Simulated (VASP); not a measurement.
Write the native input for VASP 6.6.1 that does the following.

```
Task                   : relaxation of cell and atoms
Functional             : PBEsol
Potentials or basis    : VASP PAW PBE potentials, release 64 (I)
Cutoff                 : 600 eV
k mesh                 : 7 × 7 × 11
Occupations            : fermi-dirac, width 0.05 eV
Spin                   : no spin polarisation
Target pressure        : 5 GPa
Dipole correction      : no
Further INCAR settings : ALGO = Normal; EDIFF = 1e-07; IBRION = 2; EDIFFG = -0.01; NSW = 60; ISIF = 3
```

The structure of I lies in POSCAR:

```
I
1.0
    2.5383465792     -3.7066249365      0.0000000000
    2.5383465792      3.7066249365      0.0000000000
   -1.6208748370      0.0000000000      2.3810977968
I
1
Direct
    0.5000000000      0.5000000000      0.5000000000
```

One way to write it, as run:

INCAR

```
SYSTEM = I
PREC     = Accurate       ! precision mode
ENCUT    = 600            ! plane-wave cutoff, eV
EDIFF    = 1E-7           ! SCF threshold, eV
ISMEAR   = -1             ! smearing method
SIGMA    = 0.05           ! smearing width, eV
LREAL    = .False.        ! projectors in reciprocal space
LASPH    = .True.         ! aspherical terms in the spheres
NELM     = 80             ! most SCF steps
ALGO     = Normal         ! electronic algorithm
ISIF     = 3              ! what is computed and relaxed
LWAVE    = .False.        ! write WAVECAR
LCHARG   = .False.        ! write CHGCAR
GGA      = PS             ! functional
IBRION   = 2              ! ionic algorithm
NSW      = 60             ! ionic steps
EDIFFG   = -0.01          ! ionic threshold
PSTRESS  = 50.0
```

KPOINTS

```
Automatic mesh
0
Gamma
  7 7 11
  0 0 0
```

Potentials or basis: VASP PAW PBE potentials, release 64 (I).

Launch:

```sh
$ cat potpaw_PBE.64/I/POTCAR > POTCAR
$ mpirun -np 1 vasp_std > vasp.out
```

It gave:

```
Relaxed volume                                             : 31.04 Å³/atom
Relaxed cell                                               : a = 3.907 Å, b = 3.907 Å, c = 3.038 Å, α = 112.89°, β = 112.89°, γ = 111.77°
Space group after relaxing (to 0.1 Å)                      : Immm (No. 71)
Energy change on relaxing (the run minimises the enthalpy) : +11.2 meV/atom
Ionic steps                                                : 29
Pressure after relaxing                                    : 5.0 GPa
Band gap on the k mesh                                     : zero (an odd number of electrons rules out a gap without spin polarisation)
```

Caveat: the cell is relaxed towards a set pressure, so the run minimises the enthalpy, not the energy; the volume moved by over 15 % at a fixed basis, so the end points are rough; the PAW data sets were made with another functional, which shifts forces and pressure a little; spin-orbit coupling is left out, which moves the levels of the heavy elements; an odd number of electrons without spin polarisation forces a metal; a magnetic or distorted state may lie lower.

It took 23 min on 1 thread of AMD EPYC 7R13 (shared host), peak memory 0.21 GiB.
